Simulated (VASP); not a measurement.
# Nb (Im-3m) in VASP: further runs

Runs on Nb. Level: PBEsol. Tasks: relaxation of cell and atoms.

All numbers are computed with VASP 6.6.1; they aren't measurements. Logs are shortened: lines on timing, memory, paths and dates and some standing lists are left out, and cuts for length are marked.

## (1) The cell of the first run

The structure is cubic, space group Im-3m (No. 229). Conventional cell: a = 3.330 Å, b = 3.330 Å, c = 3.330 Å, α = 90.00°, β = 90.00°, γ = 90.00°. Within 3.8 Å of Nb (site symmetry m-3m) lie 14 Nb at 2.88 to 3.33 Å.

## (2) Relaxation of cell and atoms, PBEsol

INCAR

```
ALGO     = Normal         # electronic algorithm
EDIFF    = 1E-6           # SCF threshold, eV
EDIFFG   = -0.02          # ionic threshold
ENCUT    = 600            # plane-wave cutoff, eV
GGA      = PS             # functional
IBRION   = 2              # ionic algorithm
ISIF     = 3              # what is computed and relaxed
ISMEAR   = 0              # smearing method
LASPH    = T              # aspherical terms in the spheres
LCHARG   = F              # write CHGCAR
LREAL    = F              # projectors in reciprocal space
LWAVE    = F              # write WAVECAR
NELM     = 100            # most SCF steps
NSW      = 80             # ionic steps
PREC     = Accurate       # precision mode
SIGMA    = 0.05           # smearing width, eV
```

KPOINTS

```
k-points
0
Gamma
  7 7 7
```

POSCAR

```
Nb
1.0
    1.6650000000      1.6650000000      1.6650000000
   -1.6650000000      1.6650000000      1.6650000000
   -1.6650000000     -1.6650000000      1.6650000000
Nb
1
Direct
    0.0000000000      0.0000000000      0.0000000000
```

Potentials or basis: VASP PAW PBE potentials, release 64 (Nb_sv).

Launch:

```sh
$ cat potpaw_PBE.64/Nb_sv/POTCAR > POTCAR
$ mpirun -np 1 vasp_std > vasp.out
```

OUTCAR:

```text
EDIFF = 1E-6
   EDIFFG = -0.02
   ENCUT = 600
   GGA = PS
   IBRION = 2
   ISIF = 3
   ISMEAR = 0
   LASPH = T
   LREAL = F
   NELM = 100
   NSW = 80
   PREC = Accurate

 ion  position               nearest neighbor table
   1  0.000  0.000  0.000-

  LATTYP: Found a body centered cubic cell.
 ALAT       =     3.3300000000

  Lattice vectors:

 A1 = (   1.6650000000,  -1.6650000000,  -1.6650000000)
 A2 = (   1.6650000000,   1.6650000000,   1.6650000000)
 A3 = (  -1.6650000000,  -1.6650000000,   1.6650000000)

Analysis of symmetry for initial positions (statically):
=====================================================================
 Subroutine PRICEL returns:
 Original cell was already a primitive cell.

 Routine SETGRP: Setting up the symmetry group for a
 body centered cubic supercell.

 Subroutine GETGRP returns: Found 48 space group operations
 (whereof 48 operations were pure point group operations)
 out of a pool of 48 trial point group operations.

The static configuration has the point symmetry O_h .

Analysis of symmetry for dynamics (positions and initial velocities):
=====================================================================
 Subroutine PRICEL returns:
 Original cell was already a primitive cell.

 Routine SETGRP: Setting up the symmetry group for a
 body centered cubic supercell.

 Subroutine GETGRP returns: Found 48 space group operations
 (whereof 48 operations were pure point group operations)
 out of a pool of 48 trial point group operations.

The dynamic configuration has the point symmetry O_h .

 Subroutine INISYM returns: Found 48 space group operations
 (whereof 48 operations are pure point group operations),
 and found     1 'primitive' translations

----------------------------------------------------------------------------------------

                                     Primitive cell

  volume of cell :      18.4630

  direct lattice vectors                    reciprocal lattice vectors
     1.665000000  1.665000000  1.665000000     0.300300300  0.000000000  0.300300300
    -1.665000000  1.665000000  1.665000000    -0.300300300  0.300300300  0.000000000
    -1.665000000 -1.665000000  1.665000000     0.000000000 -0.300300300  0.300300300

  length of vectors
     2.883864595  2.883864595  2.883864595     0.424688757  0.424688757  0.424688757

  position of ions in fractional coordinates (direct lattice)
     0.000000000  0.000000000  0.000000000

  ion indices of the primitive-cell ions
   primitive index   ion index
                 1           1

----------------------------------------------------------------------------------------

 KPOINTS: k-points

Automatic generation of k-mesh.
 Grid dimensions read from file:
 generate k-points for:    7    7    7

 Generating k-lattice:

  Cartesian coordinates                     Fractional coordinates (reciprocal lattice)
     0.042900043  0.000000000  0.042900043     0.142857143  0.000000000  0.000000000
    -0.042900043  0.042900043  0.000000000     0.000000000  0.142857143  0.000000000
     0.000000000 -0.042900043  0.042900043     0.000000000  0.000000000  0.142857143

  Length of vectors
     0.060669822  0.060669822  0.060669822

  Shift w.r.t. Gamma in fractional coordinates (k-lattice)
     0.000000000  0.000000000  0.000000000

 Subroutine IBZKPT returns following result:
 ===========================================

 Found     20 irreducible k-points:

 Following reciprocal coordinates:
            Coordinates               Weight
  0.000000  0.000000  0.000000      1.000000
  0.142857  0.000000  0.000000     12.000000
  0.285714  0.000000  0.000000     12.000000
  0.428571  0.000000  0.000000     12.000000
  0.285714  0.142857 -0.000000     24.000000
  0.428571  0.142857  0.000000     48.000000
[... 12 lines left out ...]
 -0.428571  0.428571  0.285714      8.000000
  0.428571  0.428571  0.428571      6.000000
   k-points           NKPTS =     20   k-points in BZ     NKDIM =     20   number of bands    NBANDS=     10
   number of dos      NEDOS =    301   number of ions     NIONS =      1
   total plane-waves  NPLWV =  13824
   dimension x,y,z NGX =    24 NGY =   24 NGZ =   24
   dimension x,y,z NGXF=    48 NGYF=   48 NGZF=   48
   ions per type =               1
   NGX,Y,Z   is equivalent  to a cutoff of  13.84, 13.84, 13.84 a.u.
   NGXF,Y,Z  is equivalent  to a cutoff of  27.67, 27.67, 27.67 a.u.
 SYSTEM =  unknown system
   PREC   = accura    normal or accurate (medium, high low for compatibility)
   ISTART =      0    job   : 0-new  1-cont  2-samecut
   ICHARG =      2    charge: 1-file 2-atom 10-const
   ISPIN  =      1    spin polarized calculation?
   LNONCOLLINEAR =      F non collinear calculations
   LSORBIT =      F    spin-orbit coupling
   LASPH  =      T    aspherical Exc in radial PAW
   ENCUT  =  600.0 eV  44.10 Ry    6.64 a.u.   5.76  5.76  5.76*2*pi/ulx,y,z
   NELM   =    100;   NELMIN=  2; NELMDL= -5     # of ELM steps
   EDIFF  = 0.1E-05   stopping-criterion for ELM
   LREAL  =      F    real-space projection
   EDIFFG = -.2E-01   stopping-criterion for IOM
   NSW    =     80    number of steps for IOM
   IBRION =      2    ionic relax: 0-MD 1-quasi-New 2-CG
   NFREE  =      1    steps in history (QN), initial steepest desc. (CG)
   ISIF   =      3    stress and relaxation
   ISYM   =      2    0-nonsym 1-usesym 2-fastsym
   POTIM  = 0.5000    time-step for ionic-motion
   TEBEG  =    0.0;   TEEND  =   0.0 temperature during run
   PSTRESS=    0.0 pullay stress
   NELECT =      13.0000    total number of electrons
   NUPDOWN=      -1.0000    fix difference up-down
   EMIN   =  10.00;   EMAX   =-10.00  energy-range for DOS
   EFERMI =   0.00;   METHOD = LEGACY
   ISMEAR =     0;   SIGMA  =   0.05  broadening in eV -4-tet -1-fermi 0-gaus
   EFERMI_NEDOS =   21; number of points for ismear=-14 and -15
   IALGO  =     38    algorithm
   IMIX   =      4    mixing-type and parameters
     AMIX     =   0.40;   BMIX     =  1.00
     AMIX_MAG =   1.60;   BMIX_MAG =  1.00
  volume/ion in A,a.u.               =      18.46       124.59
  Fermi-wavevector in a.u.,A,eV,Ry     =   1.456426  2.752246 28.860355  2.121176
  Thomas-Fermi vector in A             =   2.573345
   LORBIT       =      0    0 simple, 1 ext, 2 COOP (PROOUT), +10 PAW based schemes
   GGA     = PS    functional components
   LHFCALC =     F    Hartree Fock is set to
   AEXX    =    0.0000 exact exchange contribution
   IVDW    =     0    specifies the selected vdW correction
   LEPSILON=     F    determine dielectric tensor
   LRPA    =     F    only Hartree local field effects (RPA)
 conjugate gradient relaxation of ions
 non-spin polarized calculation
 Gauss-broadening in eV      SIGMA  =   0.05
  energy-cutoff  :      600.00
  volume of cell :       18.46
 maximum number of plane-waves:       631
   NGX = 11   NGY = 11   NGZ = 11

--------------------------------------- Ionic step        1  -------------------------------------------

 number of electron      12.9999999 magnetization

 Free energy of the ion-electron system (eV)
  ---------------------------------------------------
  ext. energy  EPLUGINS =         0.00000000
  ---------------------------------------------------
  free energy    TOTEN  =       -10.90067579 eV

  energy without entropy =      -10.89437774  energy(sigma->0) =      -10.89752676

------------------------ aborting loop because EDIFF is reached ----------------------------------------

  FORCE on cell =-STRESS in cart. coord.  units (eV):
  Direction    XX          YY          ZZ          XY          YZ          ZX
  --------------------------------------------------------------------------------------
  -------------------------------------------------------------------------------------
  Total       -0.9374245     -0.9374245     -0.9374245      0.0000000      0.0000000     -0.0000000
  in kB      -81.3474904    -81.3474904    -81.3474904      0.0000000      0.0000000     -0.0000000
  external PRESSURE =     -81.3474904 kB  Pullay stress =       0.0000000 kB

 VOLUME and BASIS-vectors are now :
 -----------------------------------------------------------------------------
  energy-cutoff  :      600.00
  volume of cell :       18.46
      direct lattice vectors                 reciprocal lattice vectors
     1.665000000  1.665000000  1.665000000     0.300300300  0.000000000  0.300300300
    -1.665000000  1.665000000  1.665000000    -0.300300300  0.300300300  0.000000000
    -1.665000000 -1.665000000  1.665000000     0.000000000 -0.300300300  0.300300300
[... 36 lines left out ...]
 POSITION                                       TOTAL-FORCE (eV/Angst)
 -----------------------------------------------------------------------------------
      0.00000      0.00000      3.17940        -0.000000      0.000000     -0.000000
 -----------------------------------------------------------------------------------
    total drift:                                0.000000      0.000000     -0.000000

  FREE ENERGIE OF THE ION-ELECTRON SYSTEM (eV)
  ---------------------------------------------------
  free  energy   TOTEN  =       -10.8576558449 eV

  energy  without entropy=      -10.8526393097  energy(sigma->0) =      -10.85514758

--------------------------------------- Ionic step        3  -------------------------------------------

 number of electron      13.0000001 magnetization

 Free energy of the ion-electron system (eV)
  ---------------------------------------------------
  ext. energy  EPLUGINS =         0.00000000
  ---------------------------------------------------
  free energy    TOTEN  =       -10.92610923 eV

  energy without entropy =      -10.91974520  energy(sigma->0) =      -10.92292721

 E-fermi :  11.3766     XC(G=0): -12.7714

 val. band max:       11.3643829245   @ k =   0.4286   0.1429   0.0000
 cond. band min:      11.3817759074   @ k =   0.1429  -0.4286   0.1429
 fundamental gap:      0.0173929829
 Fermi energy:        11.3765593167

 k-point     1 :       0.0000    0.0000    0.0000
  band No.  band energies     occupation
      1     -42.8220      2.00000
      2     -18.0760      2.00000
      3     -18.0760      2.00000
      4     -18.0760      2.00000
      5       5.4023      2.00000
      6      11.7754      0.00000
      7      11.7754      0.00000
      8      11.7754      0.00000
      9      14.7788      0.00000
     10      14.7788      0.00000

 k-point     2 :       0.1429    0.0000    0.0000
  band No.  band energies     occupation
      1     -42.7711      2.00000
      2     -18.3757      2.00000
      3     -18.1669      2.00000
      4     -18.0788      2.00000
      5       6.2207      2.00000
      6      11.2858      1.98971
      7      11.5874      0.00000
      8      12.6004      0.00000
      9      14.2318      0.00000
     10      14.7967      0.00000
[... 254 lines left out ...]
 POSITION                                       TOTAL-FORCE (eV/Angst)
 -----------------------------------------------------------------------------------
     -0.00000      0.00000      0.00000        -0.000000      0.000000      0.000000
 -----------------------------------------------------------------------------------
    total drift:                                0.000000      0.000000      0.000000

  FREE ENERGIE OF THE ION-ELECTRON SYSTEM (eV)
  ---------------------------------------------------
  free  energy   TOTEN  =       -10.9261092256 eV

  energy  without entropy=      -10.9197451984  energy(sigma->0) =      -10.92292721

 reached required accuracy - stopping structural energy minimisation
```

It took 11 s on 1 thread of AMD EPYC 7R13 (Zen 3), shared host; peak memory 0.12 GiB.

Results:

| Property | Result |
| --- | --- |
| Free energy | -10.9261 eV |
| Relaxed volume | 17.53 Å³/atom |
| Relaxed cell | a = 2.835 Å, b = 2.835 Å, c = 2.835 Å, α = 70.53°, β = 109.47°, γ = 70.53° |
| Space group after relaxing (to 0.05 Å) | Im-3m (No. 229) |
| Energy gained by relaxing | 25.4 meV/atom |
| Ionic steps | 3 |
| Pressure after relaxing | -0.1 GPa |

Step by step:
```tsv
step	energy change (eV)	largest force (eV/Å)	pressure (GPa)	volume (Å³)
1	0.0000	0.0000	-8.13	18.46
2	0.0430	0.0000	16.02	16.07
3	-0.0254	0.0000	-0.14	17.53
```

Final structure:
```yaml
crystal:
  lattice:
    - [1.63652, 1.63652, 1.63652]
    - [-1.63652, 1.63652, 1.63652]
    - [-1.63652, -1.63652, 1.63652]
  atoms:
    - { symbol: Nb, position: [0.00000, 0.00000, 0.00000] }
```

Caveat: the k points lie up to 0.39 Å⁻¹ apart in the final cell; the PAW data sets were made with another functional, which shifts forces and pressure a little.

## (3) Relaxation of cell and atoms, PBEsol, target pressure 5 GPa, at which the enthalpy is minimised

INCAR

```
  PREC = Accurate
  ENCUT = 600
  EDIFF = 1E-7
  ISMEAR = 0
  SIGMA = 0.05
  LREAL = F
  LASPH = T
  NELM = 100
  ALGO = Normal
  ISIF = 3
  LWAVE = F
  LCHARG = F
  GGA = PS
  IBRION = 2
  NSW = 80
  EDIFFG = -0.02
  PSTRESS = 50.0
```

KPOINTS

```
regular mesh
0
Gamma
  7 7 7
```

POSCAR is that of step 2.

Potentials or basis: VASP PAW PBE potentials, release 64 (Nb_sv).

Launch:

```sh
$ cat potpaw_PBE.64/Nb_sv/POTCAR > POTCAR
$ mpirun -np 1 vasp_std > vasp.out
```

It took 18 s on 1 thread of AMD EPYC 7R13 (Zen 3), shared host; peak memory 0.12 GiB.

It converged, with:

```yaml
Free_energy: -10.9182 eV
Relaxed_volume: 17.02 Å³/atom
Relaxed_cell: a = 2.807 Å, b = 2.807 Å, c = 2.807 Å, α = 70.53°, β = 109.47°, γ = 70.53°
Space_group_after_relaxing_to_0.05_Å: Im-3m (No. 229)
Energy_change_on_relaxing_the_enthalpy_is_what_falls: -17.5 meV/atom
Ionic_steps: 4
Pressure_after_relaxing: 5.1 GPa
```

The path:
```csv
step,energy change (eV),largest force (eV/Å),pressure (GPa),volume (Å³)
1,0.0000,0.0000,-8.12,18.46
2,0.2661,0.0000,38.38,14.71
3,-0.0184,0.0000,4.80,17.05
4,-0.0175,0.0000,5.08,17.02
```

Final structure:
```yaml
crystal:
  lattice:
    - [1.62049, 1.62049, 1.62049]
    - [-1.62049, 1.62049, 1.62049]
    - [-1.62049, -1.62049, 1.62049]
  atoms:
    - { symbol: Nb, position: [0.00000, 0.00000, 0.00000] }
```

Levels at points of the mesh, in eV from the Fermi level:
```tsv
k point	band 2	band 3	band 4	band 5	band 6	band 7	band 8	band 9	band 10
(0.00, 0.00, 0.00)	-29.38	-29.38	-29.38	-6.06	0.35	0.35	0.35	3.46	3.46
```

Caveat: the k points lie up to 0.39 Å⁻¹ apart in the final cell; the cell is relaxed towards a set pressure, so the enthalpy falls and the energy may rise; the PAW data sets were made with another functional, which shifts forces and pressure a little.
